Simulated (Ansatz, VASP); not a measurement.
Two plane-wave programs on Si2W

INCAR

```
ALGO     = Normal         # electronic algorithm
EDIFF    = 1E-7           # SCF threshold, eV
ENCUT    = 520            # plane-wave cutoff, eV
GGA      = PE             # functional
ISIF     = 2              # what is computed and relaxed
ISMEAR   = 0              # smearing method
LASPH    = T              # aspherical terms in the spheres
LCHARG   = F              # write CHGCAR
LREAL    = F              # projectors in reciprocal space
LWAVE    = F              # write WAVECAR
NBANDS   = 43             # bands
NELM     = 80             # most SCF steps
PREC     = Accurate       # precision mode
SIGMA    = 0.03           # smearing width, eV
```

The input KPOINTS:

```
k-points
0
Gamma
  9 9 6
```

The input POSCAR:

```
Si2W
1.0
    4.5428566490      0.0000000000      0.0000000000
   -2.2714283245      3.9342292638      0.0000000000
    0.0000000000      0.0000000000      6.8578963974
Si W
6 3
Direct
    0.8613670885      0.7227341769      0.5000000000
    0.1386329115      0.8613670885      0.8333333333
    0.7227341769      0.8613670885      0.1666666667
    0.1386329115      0.2772658231      0.5000000000
    0.8613670885      0.1386329115      0.8333333333
    0.2772658231      0.1386329115      0.1666666667
    0.0000000000      0.5000000000      0.1666666667
    0.5000000000      0.5000000000      0.8333333333
    0.5000000000      0.0000000000      0.5000000000
```

Input for Ansatz:

```yaml
crystal:
  lattice:
    - [4.542856649, 0.0, 0.0]
    - [-2.2714283245, 3.9342292638, 0.0]
    - [0.0, 0.0, 6.8578963974]
  atoms:
    - { symbol: Si, position: [0.8613670885, 0.7227341769, 0.5] }
    - { symbol: Si, position: [0.1386329115, 0.8613670885, 0.8333333333] }
    - { symbol: Si, position: [0.7227341769, 0.8613670885, 0.1666666667] }
    - { symbol: Si, position: [0.1386329115, 0.2772658231, 0.5] }
    - { symbol: Si, position: [0.8613670885, 0.1386329115, 0.8333333333] }
    - { symbol: Si, position: [0.2772658231, 0.1386329115, 0.1666666667] }
    - { symbol: W, position: [0.0, 0.5, 0.1666666667] }
    - { symbol: W, position: [0.5, 0.5, 0.8333333333] }
    - { symbol: W, position: [0.5, 0.0, 0.5] }
basis:
  ecutwfc: 420
kpoints:
  mp_grid: { grid: [9, 9, 6] }
hamiltonian:
  xc: pbe
  pseudopotentials: { kind: paw, azcp: { folder: soft_1 } }
scf:
  occupations: { method: gaussian, width: 0.03 }
output:
  forces: true
  stress: true
  eigenvalues: true
```

Alike in both runs: task single point; functional PBE; k mesh 9 × 9 × 6; occupations gaussian, width 0.03 eV; no spin polarisation.

|  | VASP | Ansatz |
| --- | --- | --- |
| version | VASP 6.6.1 | Ansatz 0.2.0 |
| potentials or method | VASP PAW PBE potentials, release 64 (Si, W_sv), cutoff 520 eV | scalar-relativistic, plane waves, PAW |
| valence electrons in the cell | 66 | 66 |

|  | VASP | Ansatz | Ansatz less VASP |
| --- | --- | --- | --- |
| gap on the k mesh at the Fermi level (eV) | none | none | - |
| pressure (GPa) | 7.7 | 7.8 | +0.04 |
| traceless stress, the component that is largest in VASP (GPa) | -15.15 | -15.15 | -0.004 |
| rms of the force components (eV/Å) | 2.349 | 2.360 | +0.0103 |

Atom by atom the forces differ by 0.010 eV/Å (rms over components). A gap of «none» marks a metal or a gap that the smearing closes. With one functional, cell and mesh, what is left measures potentials, basis and numerics.

Spin-orbit coupling is off throughout.
